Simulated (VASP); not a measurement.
Runs of VASP 6.6.1 on Ti. The structure is that of space group Fm-3m (No. 225), or close to it. The cells are those of the table. 

```tsv
task	level	cell	k mesh	cutoff (eV)	smearing	gap on the mesh (eV)	pressure (GPa)
single point	PBE	a = 2.876 Å, angles 60.0°, 1 atom	18 × 18 × 18	520	gaussian 0.1 eV	none	3.5
single point	PBE	a = 2.936 Å, angles 60.0°, 1 atom	18 × 18 × 18	520	gaussian 0.1 eV	none	(a)
single point	PBE	a = 2.933 Å, angles 60.0°, 1 atom	20 × 20 × 20	520	fermi-dirac 0.15 eV	none	-2.2
relaxation of cell and atoms	PBE	relaxed from a = 2.908 Å, angles 60.0°, 1 atom	20 × 20 × 20	600	fermi-dirac 0.15 eV	none	0.0
single point	PBE	a = 2.878 Å, angles 60.0°, 1 atom	18 × 18 × 18	520	gaussian 0.1 eV	none	3.1
single point	PBE	a = 2.965 Å, angles 60.0°, 1 atom	18 × 18 × 18	520	gaussian 0.1 eV	none	(b)
single point	r2SCAN	a = 2.935 Å, angles 60.0°, 1 atom	18 × 18 × 18	520	gaussian 0.1 eV	none	-2.7
```

Alike in all rows: potentials or basis VASP PAW PBE potentials, release 64 (Ti_sv); no spin polarisation.

Problem. Fill in the values left out.

Solution. (a) -3.3; (b) -5.9.

Caveats: the PAW data sets were made with another functional, which shifts forces and pressure a little (some runs).

A gap of «none» marks levels without a gap at the run's occupations.
